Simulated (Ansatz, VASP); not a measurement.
CsPbCl3: VASP beside Ansatz

```
Cs Pb Cl
1.0
     5.56085    0.00000    0.00000
     0.00000    5.56085    0.00000
     0.00000    0.00000    5.56085
Cs Pb Cl
1 1 3
Direct
  0.00000 0.00000 0.00000
  0.50000 0.50000 0.50000
  0.50000 0.50000 0.00000
  0.00000 0.50000 0.50000
  0.50000 0.00000 0.50000
```

Alike in both runs: task single point; functional r2SCAN; k mesh 4 × 4 × 4; no spin polarisation.

```csv
,VASP,Ansatz
version,VASP 6.6.1,Ansatz 0.2.0
potentials or method,"VASP PAW PBE potentials, release 64 (Cs_sv, Pb_d, Cl)","plane waves, PAW"
plane-wave cutoff (eV),520,500
occupations,"gaussian, width 0.01 eV",fixed
valence electrons in the cell,44,44
```

|  | VASP | Ansatz | Ansatz less VASP |
| --- | --- | --- | --- |
| gap on the k mesh at the Fermi level (eV) | 2.19 | 2.17 | -0.017 |
| pressure (GPa) | 1.8 | 1.8 | +0.03 |

VASP's potentials were made for PBE, not for r2SCAN.

Neither program's run includes spin-orbit coupling.
